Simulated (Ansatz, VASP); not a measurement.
**Ni: VASP beside Ansatz**

Contents of INCAR:

```
PREC = Accurate
ENCUT = 600
EDIFF = 1E-7
ISMEAR = -1
SIGMA = 0.1
LREAL = False
LASPH = True
NELM = 80
ALGO = Normal
ISIF = 3
LWAVE = False
LCHARG = False
GGA = RE
IBRION = 2
NSW = 80
EDIFFG = -0.01
```

Contents of KPOINTS:

```
regular mesh
0
Gamma
  11 11 11
```

Contents of POSCAR:

```
Ni
1.0
    0.0000000000      2.4534603088      2.4534603088
    2.4534603088      0.0000000000      2.4534603088
    2.4534603088      2.4534603088      0.0000000000
Ni
2
Direct
    0.1250000000      0.1250000000      0.1250000000
    0.8750000000      0.8750000000      0.8750000000
```

Input for Ansatz:

```yaml
crystal:
  lattice:
    - [0.0, 2.4534603088, 2.4534603088]
    - [2.4534603088, 0.0, 2.4534603088]
    - [2.4534603088, 2.4534603088, 0.0]
  atoms:
    - { symbol: Ni, position: [0.125, 0.125, 0.125] }
    - { symbol: Ni, position: [0.875, 0.875, 0.875] }
hamiltonian:
  xc: revpbe
  pseudopotentials:
    kind: paw
    azcp:
      Ni: "pseudopotentials/Ni.paw.azcp"
basis:
  ecutwfc: 420
  fft_grid_basis: typed
kpoints:
  mp_grid: { grid: [11, 11, 11], shift: [0, 0, 0] }
magnetization:
  spin_polarized: false
scf:
  occupations: { method: fermi_dirac, width: 0.1 }
relax:
  max_steps: 60
  f_tol: 0.01
  cell: {}
output:
  write_density: true
  write_potential: true
  elf: true
  volumetric_format: npy
```

Alike in both runs: task relaxation of cell and atoms; functional revPBE; k mesh 11 × 11 × 11; occupations fermi-dirac, width 0.1 eV; no spin polarisation.

|  | VASP | Ansatz |
| --- | --- | --- |
| version | VASP 6.6.1 | Ansatz 0.2.0 |
| potentials or method | VASP PAW PBE potentials, release 64 (Ni), cutoff 600 eV | plane waves (420 eV) with PAW, scalar-relativistic |
| valence electrons in the cell | 20 | 36 |

|  | VASP | Ansatz | Ansatz less VASP |
| --- | --- | --- | --- |
| relaxed volume (Å³/atom) | 17.01 | 17.00 | -0.005 |
| relaxed cell length with the largest relative difference (Å) | 3.637 | 3.636 | -0.0004 |

VASP's potentials were made for PBE, not for revPBE. VASP's potentials hold 20 valence electrons a cell and Ansatz's 36, so a difference there can come from the potentials and not from the codes.

Noted on VASP's run: the volume moved by over 15 % at a fixed basis, so the end points are rough.
